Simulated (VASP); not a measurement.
Si2Ni: single point with PBEsol

Si2Ni:

```
Ni Si
1.0
     0.00000    2.57359    2.57359
     2.57359    0.00000    2.57359
     2.57359    2.57359    0.00000
Ni Si
1 2
Direct
  0.00000 0.00000 0.00000
  0.75000 0.75000 0.75000
  0.25000 0.25000 0.25000
```

- Program: VASP 6.6.1
- Task: single point
- Functional: PBEsol
- Potentials or basis: VASP PAW PBE potentials, release 64 (Ni, Si)
- Cutoff: 520 eV
- k mesh: 9 × 9 × 9
- Occupations: fermi-dirac, width 0.05 eV
- Spin: collinear spin, ferromagnetic start
- Starting moments: [1.0, 0.0, 0.0] μB

```yaml
Pressure: 30.1 GPa
Band_gap_on_the_k_mesh: zero (filled and empty bands overlap)
Net_moment: 0.00 μB per cell
Valence_electrons_inside_the_program's_atomic_spheres: Ni 10.26; Si 1.68
```

Levels at points of the mesh, in eV from the Fermi level:
Spin up:
```tsv
k point	band 6	band 7	band 8	band 9	band 10	band 11	band 12	band 13
(0.00, 0.00, 0.00)	-4.53	0.89	1.82	1.82	1.82	1.86	1.86	1.86
```
Spin down:
```tsv
k point	band 6	band 7	band 8	band 9	band 10	band 11	band 12	band 13
(0.00, 0.00, 0.00)	-4.53	0.89	1.82	1.82	1.82	1.86	1.86	1.86
```

It took 26 s on 1 thread of Intel(R) Xeon(R) 6975P-C (Granite Rapids), with other jobs on the host, peak memory 0.19 GiB.

Caveat: the PAW data sets were made with another functional, which shifts forces and pressure a little.
